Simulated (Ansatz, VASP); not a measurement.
**SnSe in VASP and in Ansatz**

```
CELL_PARAMETERS angstrom
0.00000 3.01000 3.01000
3.01000 0.00000 3.01000
3.01000 3.01000 0.00000
ATOMIC_POSITIONS crystal
Sn 0.00000 0.00000 0.00000
Se 0.50000 0.50000 0.50000
```

Alike in both runs: task relaxation of cell and atoms; functional revPBE; dispersion D3(BJ); k mesh 8 × 8 × 8; occupations fermi-dirac, width 0.05 eV; no spin polarisation.

```csv
,VASP,Ansatz
version,VASP 6.6.1,Ansatz 0.2.0
potentials or method,"VASP PAW PBE potentials, release 64 (Sn_d, Se)",Ansatz PAW
plane-wave cutoff (eV),600,420
valence electrons in the cell,20,30
```

|  | VASP | Ansatz | Ansatz less VASP |
| --- | --- | --- | --- |
| relaxed volume (Å³/atom) | 26.24 | 26.22 | -0.011 |
| relaxed cell length with the largest relative difference (Å) | 4.202 | 4.202 | -0.0006 |

VASP's potentials were made for PBE, not for revPBE. VASP's potentials hold 20 valence electrons a cell and Ansatz's 30, so a difference there can come from the potentials and not from the codes.

Noted on Ansatz's run: the plane-wave basis is chosen anew once the cell has moved, so the energies of steps on either side of that aren't comparable.
